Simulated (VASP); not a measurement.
# HfZn (Pm-3m) in VASP: single point with LDA

Aim: the single point of HfZn with LDA.

Program: VASP 6.6.1. These are calculated values, not measurements. Logs are shortened: lines on timing, memory, paths and dates and some standing lists are left out, and cuts for length are marked.

**1. The cell of the first run**

It takes space group Pm-3m (No. 221, cubic). The conventional cell has a = 3.275 Å, b = 3.275 Å, c = 3.275 Å, α = 90.00°, β = 90.00°, γ = 90.00°. Hf (site symmetry m-3m) has 8 Zn at 2.84 Å and 6 Hf at 3.28 Å within 3.7 Å. Within 3.7 Å of Zn (site symmetry m-3m) lie 8 Hf at 2.84 Å and 6 Zn at 3.28 Å.

**2. Single point, LDA**

The input, INCAR:

```
PREC     = Accurate       # precision mode
ENCUT    = 520            # plane-wave cutoff, eV
EDIFF    = 1E-6           # SCF threshold, eV
ISMEAR   = 1              # smearing method
SIGMA    = 0.05           # smearing width, eV
LREAL    = F              # projectors in reciprocal space
LASPH    = T              # aspherical terms in the spheres
NELM     = 80             # most SCF steps
ALGO     = Normal         # electronic algorithm
ISIF     = 2              # what is computed and relaxed
LWAVE    = F              # write WAVECAR
LCHARG   = F              # write CHGCAR
GGA      = CA             # functional
NBANDS   = 18             # bands
```

The input, KPOINTS:

```
Automatic mesh
0
Gamma
  7 7 7
```

The input, POSCAR:

```
HfZn
1.0
    3.2751050000      0.0000000000      0.0000000000
    0.0000000000      3.2751050000      0.0000000000
    0.0000000000      0.0000000000      3.2751050000
Hf Zn
1 1
Direct
    0.5000000000      0.5000000000      0.5000000000
    0.0000000000      0.0000000000      0.0000000000
```

Potentials or basis: VASP PAW LDA potentials, release 64 (Hf_pv, Zn).

Started as:

```console
$ cat potpaw_LDA.64/Hf_pv/POTCAR potpaw_LDA.64/Zn/POTCAR > POTCAR
$ mpirun -np 1 vasp_std > vasp.out
```

OUTCAR:

```text
PREC = Accurate
   ENCUT = 520
   EDIFF = 1E-6
   ISMEAR = 1
   LREAL = F
   LASPH = T
   NELM = 80
   ISIF = 2
   GGA = CA

 ion  position               nearest neighbor table
   1  0.500  0.500  0.500-   2 2.84   2 2.84   2 2.84   2 2.84   2 2.84   2 2.84   2 2.84   2 2.84

   2  0.000  0.000  0.000-   1 2.84   1 2.84   1 2.84   1 2.84   1 2.84   1 2.84   1 2.84   1 2.84

  LATTYP: Found a simple cubic cell.
 ALAT       =     3.2751050000

  Lattice vectors:

 A1 = (   3.2751050000,   0.0000000000,   0.0000000000)
 A2 = (   0.0000000000,   3.2751050000,   0.0000000000)
 A3 = (   0.0000000000,   0.0000000000,   3.2751050000)

Analysis of symmetry for initial positions (statically):
=====================================================================
 Subroutine PRICEL returns:
 Original cell was already a primitive cell.

 Routine SETGRP: Setting up the symmetry group for a
 simple cubic supercell.

 Subroutine GETGRP returns: Found 48 space group operations
 (whereof 48 operations were pure point group operations)
 out of a pool of 48 trial point group operations.

The static configuration has the point symmetry O_h .

Analysis of symmetry for dynamics (positions and initial velocities):
=====================================================================
 Subroutine PRICEL returns:
 Original cell was already a primitive cell.

 Routine SETGRP: Setting up the symmetry group for a
 simple cubic supercell.

 Subroutine GETGRP returns: Found 48 space group operations
 (whereof 48 operations were pure point group operations)
 out of a pool of 48 trial point group operations.

The dynamic configuration has the point symmetry O_h .

 Subroutine INISYM returns: Found 48 space group operations
 (whereof 48 operations are pure point group operations),
 and found     1 'primitive' translations

----------------------------------------------------------------------------------------

                                     Primitive cell

  volume of cell :      35.1298

  direct lattice vectors                    reciprocal lattice vectors
     3.275105000  0.000000000  0.000000000     0.305333722  0.000000000  0.000000000
     0.000000000  3.275105000  0.000000000     0.000000000  0.305333722  0.000000000
     0.000000000  0.000000000  3.275105000     0.000000000  0.000000000  0.305333722

  length of vectors
     3.275105000  3.275105000  3.275105000     0.305333722  0.305333722  0.305333722

  position of ions in fractional coordinates (direct lattice)
     0.500000000  0.500000000  0.500000000
     0.000000000  0.000000000  0.000000000

  ion indices of the primitive-cell ions
   primitive index   ion index
                 1           1
                 2           2

----------------------------------------------------------------------------------------

 KPOINTS: Automatic mesh

Automatic generation of k-mesh.
 Grid dimensions read from file:
 generate k-points for:    7    7    7

 Generating k-lattice:

  Cartesian coordinates                     Fractional coordinates (reciprocal lattice)
     0.043619103  0.000000000  0.000000000     0.142857143  0.000000000  0.000000000
     0.000000000  0.043619103  0.000000000     0.000000000  0.142857143  0.000000000
     0.000000000  0.000000000  0.043619103     0.000000000  0.000000000  0.142857143

  Length of vectors
     0.043619103  0.043619103  0.043619103

  Shift w.r.t. Gamma in fractional coordinates (k-lattice)
     0.000000000  0.000000000  0.000000000

 Subroutine IBZKPT returns following result:
 ===========================================

 Found     20 irreducible k-points:

 Following reciprocal coordinates:
            Coordinates               Weight
  0.000000  0.000000  0.000000      1.000000
  0.142857  0.000000  0.000000      6.000000
  0.285714  0.000000  0.000000      6.000000
  0.428571  0.000000  0.000000      6.000000
  0.142857  0.142857  0.000000     12.000000
  0.285714  0.142857  0.000000     24.000000
[... 12 lines left out ...]
  0.428571  0.428571  0.285714     24.000000
  0.428571  0.428571  0.428571      8.000000
   k-points           NKPTS =     20   k-points in BZ     NKDIM =     20   number of bands    NBANDS=     18
   number of dos      NEDOS =    301   number of ions     NIONS =      2
   total plane-waves  NPLWV =  13824
   dimension x,y,z NGX =    24 NGY =   24 NGZ =   24
   dimension x,y,z NGXF=    48 NGYF=   48 NGZF=   48
   ions per type =               1   1
   NGX,Y,Z   is equivalent  to a cutoff of  12.18, 12.18, 12.18 a.u.
   NGXF,Y,Z  is equivalent  to a cutoff of  24.37, 24.37, 24.37 a.u.
 SYSTEM =  unknown system
   PREC   = accura    normal or accurate (medium, high low for compatibility)
   ISTART =      0    job   : 0-new  1-cont  2-samecut
   ICHARG =      2    charge: 1-file 2-atom 10-const
   ISPIN  =      1    spin polarized calculation?
   LNONCOLLINEAR =      F non collinear calculations
   LSORBIT =      F    spin-orbit coupling
   LASPH  =      T    aspherical Exc in radial PAW
   ENCUT  =  520.0 eV  38.22 Ry    6.18 a.u.   6.09  6.09  6.09*2*pi/ulx,y,z
   NELM   =     80;   NELMIN=  2; NELMDL= -5     # of ELM steps
   EDIFF  = 0.1E-05   stopping-criterion for ELM
   LREAL  =      F    real-space projection
   EDIFFG = 0.1E-04   stopping-criterion for IOM
   NSW    =      0    number of steps for IOM
   IBRION =     -1    ionic relax: 0-MD 1-quasi-New 2-CG
   NFREE  =      0    steps in history (QN), initial steepest desc. (CG)
   ISIF   =      2    stress and relaxation
   ISYM   =      2    0-nonsym 1-usesym 2-fastsym
   POTIM  = 0.5000    time-step for ionic-motion
   TEBEG  =    0.0;   TEEND  =   0.0 temperature during run
   PSTRESS=    0.0 pullay stress
   NELECT =      22.0000    total number of electrons
   NUPDOWN=      -1.0000    fix difference up-down
   EMIN   =  10.00;   EMAX   =-10.00  energy-range for DOS
   EFERMI =   0.00;   METHOD = LEGACY
   ISMEAR =     1;   SIGMA  =   0.05  broadening in eV -4-tet -1-fermi 0-gaus
   EFERMI_NEDOS =   21; number of points for ismear=-14 and -15
   IALGO  =     38    algorithm
   IMIX   =      4    mixing-type and parameters
     AMIX     =   0.40;   BMIX     =  1.00
     AMIX_MAG =   1.60;   BMIX_MAG =  1.00
  volume/ion in A,a.u.               =      17.56       118.53
  Fermi-wavevector in a.u.,A,eV,Ry     =   1.400631  2.646809 26.691475  1.961768
  Thomas-Fermi vector in A             =   2.523573
   LORBIT       =      0    0 simple, 1 ext, 2 COOP (PROOUT), +10 PAW based schemes
   GGA     = CA    functional components
   LHFCALC =     F    Hartree Fock is set to
   AEXX    =    0.0000 exact exchange contribution
   IVDW    =     0    specifies the selected vdW correction
   LEPSILON=     F    determine dielectric tensor
   LRPA    =     F    only Hartree local field effects (RPA)
 non-spin polarized calculation
 Methfessel and Paxton  Order N= 1 SIGMA  =   0.05
  energy-cutoff  :      520.00
  volume of cell :       35.13
 maximum number of plane-waves:       961
   NGX = 13   NGY = 13   NGZ = 13

 number of electron      21.9999990 magnetization

 Free energy of the ion-electron system (eV)
  ---------------------------------------------------
  ext. energy  EPLUGINS =         0.00000000
  ---------------------------------------------------
  free energy    TOTEN  =       -13.00935350 eV

  energy without entropy =      -13.00971030  energy(sigma->0) =      -13.00947243

 E-fermi :   4.1642     XC(G=0): -11.9874

 val. band max:        4.1256684272   @ k =   0.4286   0.1429   0.1429
 cond. band min:       4.5516775956   @ k =   0.4286   0.4286   0.0000
 fundamental gap:      0.4260091684
 Fermi energy:         4.1642426541

 k-point     1 :       0.0000    0.0000    0.0000
  band No.  band energies     occupation
      1     -26.1019      2.00000
      2     -26.1019      2.00000
      3     -26.1019      2.00000
      4      -4.6248      2.00000
      5      -3.3010      2.00000
      6      -3.3010      2.00000
[... 10 lines left out ...]
     17       9.8177      0.00000
     18      14.8156      0.00000

 k-point     2 :       0.1429    0.0000    0.0000
  band No.  band energies     occupation
      1     -26.1672      2.00000
      2     -26.0966      2.00000
      3     -26.0966      2.00000
      4      -4.2498      2.00000
      5      -3.2716      2.00000
      6      -3.2339      2.00000
[... 10 lines left out ...]
     17      11.3205      0.00000
     18      15.8668      0.00000

 k-point     3 :       0.2857    0.0000    0.0000
  band No.  band energies     occupation
      1     -26.3109      2.00000
      2     -26.0846      2.00000
      3     -26.0846      2.00000
      4      -3.2910      2.00000
      5      -3.2047      2.00000
      6      -2.9834      2.00000
[... 10 lines left out ...]
     17      13.4554      0.00000
     18      14.8499      0.00000

 k-point     4 :       0.4286    0.0000    0.0000
  band No.  band energies     occupation
      1     -26.4234      2.00000
      2     -26.0749      2.00000
      3     -26.0749      2.00000
      4      -3.1505      2.00000
      5      -3.0410      2.00000
      6      -2.9837      2.00000
[... 10 lines left out ...]
     17      15.7294      0.00000
     18      15.7304      0.00000

 k-point     5 :       0.1429    0.1429    0.0000
  band No.  band energies     occupation
      1     -26.1647      2.00000
      2     -26.1575      2.00000
      3     -26.0912      2.00000
      4      -3.9059      2.00000
      5      -3.2304      2.00000
      6      -3.1871      2.00000
[... 10 lines left out ...]
     17      12.3247      0.00000
     18      16.2066      0.00000

 k-point     6 :       0.2857    0.1429    0.0000
  band No.  band energies     occupation
      1     -26.3034      2.00000
      2     -26.1473      2.00000
      3     -26.0790      2.00000
      4      -3.2447      2.00000
      5      -3.1602      2.00000
      6      -3.0510      2.00000
[... 10 lines left out ...]
     17      14.0970      0.00000
     18      15.2392      0.00000

 k-point     7 :       0.4286    0.1429    0.0000
  band No.  band energies     occupation
      1     -26.4145      2.00000
      2     -26.1364      2.00000
      3     -26.0692      2.00000
      4      -3.1433      2.00000
      5      -3.0974      2.00000
      6      -3.0060      2.00000
[... 10 lines left out ...]
     17      14.2440      0.00000
     18      15.7902      0.00000

 k-point     8 :       0.2857    0.2857    0.0000
  band No.  band energies     occupation
      1     -26.2914      2.00000
      2     -26.2805      2.00000
      3     -26.0664      2.00000
      4      -3.2510      2.00000
      5      -3.1617      2.00000
      6      -3.0361      2.00000
[... 10 lines left out ...]
     17      14.8030      0.00000
     18      14.8546      0.00000
[... 145 lines left out ...]
     17      12.9347      0.00000
     18      14.7997      0.00000

 k-point    16 :       0.4286    0.4286    0.1429
  band No.  band energies     occupation
      1     -26.3723      2.00000
      2     -26.3704      2.00000
      3     -26.1060      2.00000
      4      -3.3148      2.00000
      5      -3.1242      2.00000
      6      -3.1003      2.00000
[... 10 lines left out ...]
     17      11.7950      0.00000
     18      14.8900      0.00000

 k-point    17 :       0.2857    0.2857    0.2857
  band No.  band energies     occupation
      1     -26.2704      2.00000
      2     -26.2596      2.00000
      3     -26.2596      2.00000
      4      -3.1690      2.00000
      5      -3.0673      2.00000
      6      -3.0673      2.00000
[... 10 lines left out ...]
     17      12.5594      0.00000
     18      14.2623      0.00000

 k-point    18 :       0.4286    0.2857    0.2857
  band No.  band energies     occupation
      1     -26.3694      2.00000
      2     -26.2530      2.00000
      3     -26.2478      2.00000
      4      -3.2170      2.00000
      5      -3.0847      2.00000
      6      -3.0826      2.00000
[... 10 lines left out ...]
     17      14.1342      0.00000
     18      14.2884      0.00000

 k-point    19 :       0.4286    0.4286    0.2857
  band No.  band energies     occupation
      1     -26.3560      2.00000
      2     -26.3546      2.00000
      3     -26.2384      2.00000
      4      -3.2142      2.00000
      5      -3.1091      2.00000
      6      -3.1046      2.00000
[... 10 lines left out ...]
     17      12.3223      0.00000
     18      15.2826      0.00000

 k-point    20 :       0.4286    0.4286    0.4286
  band No.  band energies     occupation
      1     -26.3434      2.00000
      2     -26.3419      2.00000
      3     -26.3419      2.00000
      4      -3.1505      2.00000
      5      -3.1134      2.00000
      6      -3.1134      2.00000
[... 10 lines left out ...]
     17      11.6678      0.00000
     18      14.2185      0.00000

------------------------ aborting loop because EDIFF is reached ----------------------------------------

  FORCE on cell =-STRESS in cart. coord.  units (eV):
  Direction    XX          YY          ZZ          XY          YZ          ZX
  --------------------------------------------------------------------------------------
  -------------------------------------------------------------------------------------
  Total       -1.3618844     -1.3618844     -1.3618844      0.0000000      0.0000000      0.0000000
  in kB      -62.1119488    -62.1119488    -62.1119488      0.0000000      0.0000000      0.0000000
  external PRESSURE =     -62.1119488 kB  Pullay stress =       0.0000000 kB

 VOLUME and BASIS-vectors are now :
 -----------------------------------------------------------------------------
  energy-cutoff  :      520.00
  volume of cell :       35.13
      direct lattice vectors                 reciprocal lattice vectors
     3.275105000  0.000000000  0.000000000     0.305333722  0.000000000  0.000000000
     0.000000000  3.275105000  0.000000000     0.000000000  0.305333722  0.000000000
     0.000000000  0.000000000  3.275105000     0.000000000  0.000000000  0.305333722

 POSITION                                       TOTAL-FORCE (eV/Angst)
 -----------------------------------------------------------------------------------
      1.63755      1.63755      1.63755         0.000000      0.000000      0.000000
      0.00000      0.00000      0.00000         0.000000      0.000000      0.000000
 -----------------------------------------------------------------------------------
    total drift:                                0.000000      0.000000     -0.000000

  FREE ENERGIE OF THE ION-ELECTRON SYSTEM (eV)
  ---------------------------------------------------
  free  energy   TOTEN  =       -13.0093534972 eV

  energy  without entropy=      -13.0097103039  energy(sigma->0) =      -13.00947243
```

It took 3.5 s on 1 thread of Intel Xeon 6975P-C (Granite Rapids), shared host; peak memory 0.13 GiB.

Results:

| Quantity | Value |
| --- | --- |
| Free energy | -13.0094 eV |
| Pressure | -6.2 GPa |
| Band gap on the k mesh | 0.43 eV, indirect (least direct gap 0.50 eV) |

Caveat: spin-orbit coupling is left out, which moves the levels of the heavy elements.
